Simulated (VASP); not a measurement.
# GaN (F-43m) in VASP: a series of runs, part 2 of 2

VASP 6.6.1.

**5. Single point, PBE**

INCAR

```
ALGO = Normal
EDIFF = 1E-6
ENCUT = 600
GGA = PE
GGA_COMPAT = F
ISIF = 2
ISMEAR = 0
LASPH = T
LCHARG = F
LREAL = F
LWAVE = F
NBANDS = 16
NELM = 120
PREC = Accurate
SIGMA = 0.01
```

KPOINTS

```
k-points
0
Gamma
  6 6 6
```

POSCAR

```
GaN
1.0
    0.0000000000      2.2675000000      2.2675000000
    2.2675000000      0.0000000000      2.2675000000
    2.2675000000      2.2675000000      0.0000000000
Ga N
1 1
Direct
    0.0000000000      0.0000000000      0.0000000000
    0.2500000000      0.2500000000      0.2500000000
```

Potentials or basis: VASP PAW PBE potentials, release 64 (Ga_d, N).

The run is started by

```console
cat potpaw_PBE.64/Ga_d/POTCAR potpaw_PBE.64/N/POTCAR > POTCAR
mpirun -np 1 vasp_std > vasp.out
```

OUTCAR:

```text
EDIFF = 1E-6
   ENCUT = 600
   GGA = PE
   ISIF = 2
   ISMEAR = 0
   LASPH = T
   LREAL = F
   NELM = 120
   PREC = Accurate

 ion  position               nearest neighbor table
   1  0.000  0.000  0.000-   2 1.96   2 1.96   2 1.96   2 1.96
   2  0.250  0.250  0.250-   1 1.96   1 1.96   1 1.96   1 1.96

  LATTYP: Found a face centered cubic cell.
 ALAT       =     4.5350000000

  Lattice vectors:

 A1 = (   0.0000000000,   2.2675000000,   2.2675000000)
 A2 = (   2.2675000000,   0.0000000000,   2.2675000000)
 A3 = (   2.2675000000,   2.2675000000,   0.0000000000)

Analysis of symmetry for initial positions (statically):
=====================================================================
 Subroutine PRICEL returns:
 Original cell was already a primitive cell.

 Routine SETGRP: Setting up the symmetry group for a
 face centered cubic supercell.

 Subroutine GETGRP returns: Found 24 space group operations
 (whereof 24 operations were pure point group operations)
 out of a pool of 48 trial point group operations.

The static configuration has the point symmetry T_d .

Analysis of symmetry for dynamics (positions and initial velocities):
=====================================================================
 Subroutine PRICEL returns:
 Original cell was already a primitive cell.

 Routine SETGRP: Setting up the symmetry group for a
 face centered cubic supercell.

 Subroutine GETGRP returns: Found 24 space group operations
 (whereof 24 operations were pure point group operations)
 out of a pool of 48 trial point group operations.

The dynamic configuration has the point symmetry T_d .

 Subroutine INISYM returns: Found 24 space group operations
 (whereof 24 operations are pure point group operations),
 and found     1 'primitive' translations

----------------------------------------------------------------------------------------

                                     Primitive cell
[... 100 lines left out ...]
   IMIX   =      4    mixing-type and parameters
     AMIX     =   0.40;   BMIX     =  1.00
     AMIX_MAG =   1.60;   BMIX_MAG =  1.00
  volume/ion in A,a.u.               =      11.66        78.68
  Fermi-wavevector in a.u.,A,eV,Ry     =   1.501787  2.837966 30.686097  2.255365
  Thomas-Fermi vector in A             =   2.613112
   LORBIT       =      0    0 simple, 1 ext, 2 COOP (PROOUT), +10 PAW based schemes
   GGA     = PE    functional components
   LHFCALC =     F    Hartree Fock is set to
   AEXX    =    0.0000 exact exchange contribution
   IVDW    =     0    specifies the selected vdW correction
   LEPSILON=     F    determine dielectric tensor
   LRPA    =     F    only Hartree local field effects (RPA)
 non-spin polarized calculation
 Gauss-broadening in eV      SIGMA  =   0.01
  energy-cutoff  :      600.00
  volume of cell :       23.32
 maximum number of plane-waves:       791
 NGX is ok and might be reduce to    28
   NGX = 13   NGY = 13   NGZ = 13

 number of electron      18.0000004 magnetization

 Free energy of the ion-electron system (eV)
  ---------------------------------------------------
  ext. energy  EPLUGINS =         0.00000000
  ---------------------------------------------------
  free energy    TOTEN  =       -12.14919994 eV

  energy without entropy =      -12.14919994  energy(sigma->0) =      -12.14919994

 E-fermi :   5.1788     XC(G=0): -11.5668

 val. band max:        5.0863619080   @ k =   0.0000   0.0000   0.0000
 cond. band min:       6.6887128796   @ k =   0.0000   0.0000   0.0000
 fundamental gap:      1.6023509715
 Fermi energy:         5.1788372096

 k-point     1 :       0.0000    0.0000    0.0000
  band No.  band energies     occupation
      1     -10.6923      2.00000
      2      -8.3471      2.00000
      3      -8.3471      2.00000
      4      -8.3471      2.00000
      5      -8.0460      2.00000
      6      -8.0460      2.00000
[... 281 lines left out ...]
      3      -8.1553      2.00000
      4      -8.0532      2.00000
      5      -8.0081      2.00000
      6      -6.1679      2.00000
[... 8 lines left out ...]
     15      25.5570      0.00000
     16      27.7800      0.00000

------------------------ aborting loop because EDIFF is reached ----------------------------------------

  FORCE on cell =-STRESS in cart. coord.  units (eV):
  Direction    XX          YY          ZZ          XY          YZ          ZX
  --------------------------------------------------------------------------------------
  -------------------------------------------------------------------------------------
  Total        0.2127038      0.2127038      0.2127038      0.0000000      0.0000000      0.0000000
  in kB       14.6155085     14.6155085     14.6155085      0.0000000      0.0000000      0.0000000
  external PRESSURE =      14.6155085 kB  Pullay stress =       0.0000000 kB

 VOLUME and BASIS-vectors are now :
 -----------------------------------------------------------------------------
  energy-cutoff  :      600.00
  volume of cell :       23.32
      direct lattice vectors                 reciprocal lattice vectors
     0.000000000  2.267500000  2.267500000    -0.220507166  0.220507166  0.220507166
     2.267500000  0.000000000  2.267500000     0.220507166 -0.220507166  0.220507166
     2.267500000  2.267500000  0.000000000     0.220507166  0.220507166 -0.220507166

 POSITION                                       TOTAL-FORCE (eV/Angst)
 -----------------------------------------------------------------------------------
      0.00000      0.00000      0.00000         0.000000      0.000000      0.000000
      1.13375      1.13375      1.13375        -0.000000     -0.000000     -0.000000
 -----------------------------------------------------------------------------------
    total drift:                                0.000000      0.000000      0.000000

  FREE ENERGIE OF THE ION-ELECTRON SYSTEM (eV)
  ---------------------------------------------------
  free  energy   TOTEN  =       -12.1491999431 eV

  energy  without entropy=      -12.1491999431  energy(sigma->0) =      -12.14919994
```

stdout:

```text
POSCAR found type information on POSCAR GaN
 POSCAR found :  2 types and       2 ions
 scaLAPACK will be used
 LDA part: xc-table for (Slater+PW92), standard interpolation
 POSCAR, INCAR and KPOINTS ok, starting setup
 FFT: planning ... GRIDC
 FFT: planning ... GRID_SOFT
 FFT: planning ... GRID
 WAVECAR not read
 entering main loop
```

Wall time 9 s (1 thread of Intel Xeon Platinum 8259CL at 2.50GHz (Skylake/Cascade Lake), shared host); peak memory 0.15 GiB.

What came out:

```
Free energy            : -12.1492 eV
Pressure               : 1.5 GPa
Band gap on the k mesh : 1.60 eV, direct
```

Levels at points of the mesh, in eV from the valence-band top:
| k point | band 5 | band 6 | band 7 | band 8 | band 9 | band 10 | band 11 | band 12 | band 13 | band 14 |
| --- | --- | --- | --- | --- | --- | --- | --- | --- | --- | --- |
| (0.00, 0.00, 0.00) | -13.13 | -13.13 | 0.00 | 0.00 | 0.00 | 1.60 | 10.18 | 10.18 | 10.18 | 17.35 |
| (0.50, 0.00, 0.00) | -13.09 | -11.88 | -6.92 | -0.95 | -0.95 | 4.51 | 8.63 | 10.26 | 10.26 | 15.47 |
| (0.50, 0.50, 0.00) | -13.06 | -11.46 | -6.05 | -2.64 | -2.64 | 3.34 | 6.55 | 11.58 | 13.76 | 13.76 |

**6. Single point, PBE**

INCAR

```
SYSTEM = GaN
  PREC = Accurate
  ENCUT = 600
  EDIFF = 1E-6
  ISMEAR = 0
  SIGMA = 0.01
  LREAL = .False.
  LASPH = .True.
  NELM = 120
  ALGO = Normal
  ISIF = 2
  LWAVE = .False.
  LCHARG = .False.
  GGA = PE
  NBANDS = 16
  GGA_COMPAT = .False.
```

KPOINTS

```
regular mesh
0
Gamma
  6 6 6
  0 0 0
```

POSCAR is that of step 5.

Potentials or basis: VASP PAW PBE potentials, release 64 (Ga_d, N).

The run is started by

```console
cat potpaw_PBE.64/Ga_d/POTCAR potpaw_PBE.64/N/POTCAR > POTCAR
mpirun -np 1 vasp_std > vasp.out
```

Run time: 9.2 s. Hardware: 1 thread of Intel Xeon Platinum 8259CL at 2.50GHz (Skylake/Cascade Lake), shared host; peak memory 0.15 GiB.

The run converged. Its results:

* Free energy: -12.1492 eV
* Pressure: 1.5 GPa
* Band gap on the k mesh: 1.60 eV, direct

Levels at points of the mesh, in eV from the valence-band top:
| k point | band 5 | band 6 | band 7 | band 8 | band 9 | band 10 | band 11 | band 12 | band 13 | band 14 |
| --- | --- | --- | --- | --- | --- | --- | --- | --- | --- | --- |
| (0.00, 0.00, 0.00) | -13.13 | -13.13 | 0.00 | 0.00 | 0.00 | 1.60 | 10.18 | 10.18 | 10.18 | 17.35 |
| (0.50, 0.00, 0.00) | -13.09 | -11.88 | -6.92 | -0.95 | -0.95 | 4.51 | 8.63 | 10.26 | 10.26 | 15.47 |
| (0.50, 0.50, 0.00) | -13.06 | -11.46 | -6.05 | -2.64 | -2.64 | 3.34 | 6.55 | 11.58 | 13.76 | 13.76 |

**7. The runs side by side**

| k mesh | gap on the mesh (eV) | pressure (GPa) |
| --- | --- | --- |
| 2 × 2 × 2 | 1.36 | 4.8 |
| 4 × 4 × 4 | 1.58 | 1.4 |
| 6 × 6 × 6 | 1.60 | 1.5 |

Alike in all rows: task single point; level PBE; potentials or basis VASP PAW PBE potentials, release 64 (Ga_d, N); no spin polarisation; cell as given; cutoff (eV) 600; smearing gaussian 0.01 eV.

Caveats: some runs use coarse meshes.

Total energies depend on the potentials used, so only differences within one code and one set of settings carry meaning.
